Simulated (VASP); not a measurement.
## MgSi: single point with PBEsol

The system is MgSi.

```
CELL_PARAMETERS angstrom
2.07878 -4.88676 0.00000
2.07878 4.88676 0.00000
0.00000 0.00000 3.64789
ATOMIC_POSITIONS crystal
Mg 0.64323 0.35677 0.75000
Mg 0.35677 0.64323 0.25000
Si 0.92135 0.07865 0.75000
Si 0.07865 0.92135 0.25000
```

```yaml
Program: VASP 6.6.1
Task: single point
Functional: PBEsol
Potentials_or_basis: VASP PAW PBE potentials, release 64 (Mg, Si)
Cutoff: 520 eV
k_mesh: 6 × 6 × 6
Occupations: gaussian, width 0.1 eV
Spin: no spin polarisation
Dipole_correction: no
Further_INCAR_settings: ALGO = Normal; EDIFF = 1e-07; NBANDS = 14
```

The pressure is 0.0 GPa and the largest force is 0.007 eV/Å. The band gap on the k mesh is zero (band 6 reaches 6.46 eV, above the bottom of band 7 at 5.13 eV).

Forces on the atoms (eV/Å):
```
Mg   0.000  0.007  0.000
Mg   0.000 -0.007  0.000
Si   0.000 -0.007  0.000
Si   0.000  0.007  0.000
```

Stress tensor (GPa, compression positive):
```
 0.00  0.00  0.00
 0.00 -0.12  0.00
 0.00  0.00  0.02
```

Levels at points of the mesh, in eV from the Fermi level:
| k point | band 4 | band 5 | band 6 | band 7 | band 8 | band 9 |
| --- | --- | --- | --- | --- | --- | --- |
| (0.00, 0.00, 0.00) | -2.48 | -1.91 | 0.12 | 0.21 | 0.80 | 2.29 |
| (0.50, 0.00, 0.00) | -3.72 | -1.38 | -0.13 | 1.59 | 2.20 | 3.27 |
| (0.50, 0.50, 0.00) | -1.64 | -0.65 | -0.14 | 1.05 | 2.19 | 2.29 |
| (0.00, 0.00, 0.50) | -2.97 | -0.79 | -0.79 | -0.24 | -0.24 | 2.61 |
| (0.50, 0.00, 0.50) | -4.10 | -2.99 | -2.99 | -0.36 | -0.36 | 3.58 |
| (0.50, 0.50, 0.50) | -5.05 | -0.59 | -0.59 | 1.96 | 1.96 | 3.72 |

Run time: 19 s on 1 thread of Intel(R) Xeon(R) 6975P-C (Granite Rapids), on a shared host, peak memory 0.22 GiB.

Caveat: the PAW data sets were made with another functional, which shifts forces and pressure a little.
